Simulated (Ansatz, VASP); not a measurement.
Two plane-wave programs on ZnO

```
Zn O
1.0
     5.51757    0.00000    0.00000
     0.00000    5.51757    0.00000
     0.00000    0.00000    3.25878
Zn O
4 4
Direct
  0.18197 0.18197 0.50000
  0.81803 0.81803 0.50000
  0.68197 0.31803 0.00000
  0.31803 0.68197 0.00000
  0.81725 0.18275 0.50000
  0.18275 0.81725 0.50000
  0.68275 0.68275 0.00000
  0.31725 0.31725 0.00000
```

Alike in both runs: task single point; functional PBEsol; k mesh 4 × 4 × 6; no spin polarisation.

|  | VASP | Ansatz |
| --- | --- | --- |
| version | VASP 6.6.1 | Ansatz 0.2.0 |
| potentials or method | VASP PAW PBE potentials, release 64 (Zn, O) | plane waves, PAW |
| plane-wave cutoff (eV) | 520 | 420 |
| occupations | gaussian, width 0.01 eV | fixed |
| valence electrons in the cell | 72 | 72 |

VASP gave:

* gap on the k mesh at the Fermi level (eV): 0.70

Estimate Ansatz's values.

gap on the k mesh at the Fermi level (eV): 0.71.

VASP's potentials were made for PBE, not for PBEsol.
